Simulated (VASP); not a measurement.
Here is a VASP 6.6.1 calculation.

Contents of INCAR:

```
SYSTEM = KF
ALGO     = Fast           ! electronic algorithm
EDIFF    = 1E-8           ! SCF threshold, eV
ENCUT    = 520            ! plane-wave cutoff, eV
GGA      = PE             ! functional
ISIF     = 2              ! what is computed and relaxed
ISMEAR   = -1             ! smearing method
LASPH    = .True.         ! aspherical terms in the spheres
LCHARG   = .False.        ! write CHGCAR
LEFG     = .True.       
LREAL    = .False.        ! projectors in reciprocal space
LWAVE    = .False.        ! write WAVECAR
NBANDS   = 15             ! bands
NELM     = 100            ! most SCF steps
PREC     = Accurate       ! precision mode
SIGMA    = 0.08           ! smearing width, eV
```

File KPOINTS:

```
k-points
0
Gamma
  16 16 16
  0 0 0
```

Contents of POSCAR:

```
KF
1.0
    0.0135494381      2.7098876288      2.7098876288
    2.7098876288      0.0135494381      2.7098876288
    2.7234370670      2.7234370670      0.0000000000
K F
1 1
Direct
    0.0000000000      0.0000000000      0.0000000000
    0.5000000000      0.5000000000      0.5000000000
```

Potentials or basis: VASP PAW PBE potentials, release 64 (K_sv, F).

Command:

```console
$ cat potpaw_PBE.64/K_sv/POTCAR potpaw_PBE.64/F/POTCAR > POTCAR
$ mpirun -np 1 vasp_std > vasp.out
```

Task: Predict the band gap on the k mesh.

Result: 5.94 eV.

Task: Predict the pressure.

Result: 0.0 GPa.

Electric field gradients, principal values (V/Å²):
| atom | least | middle | greatest (by size) |
| --- | --- | --- | --- |
| 1 K | -0.009 | -0.956 | 0.964 |
| 2 F | 0.002 | 0.341 | -0.344 |

Caveat: the cell differs from its parent crystal (xy shear strain of +1 %); without QUAD_EFG the Cq values of the log hold for a quadrupole moment of 1 mb, not for the nuclei. A k mesh can miss the band edges.
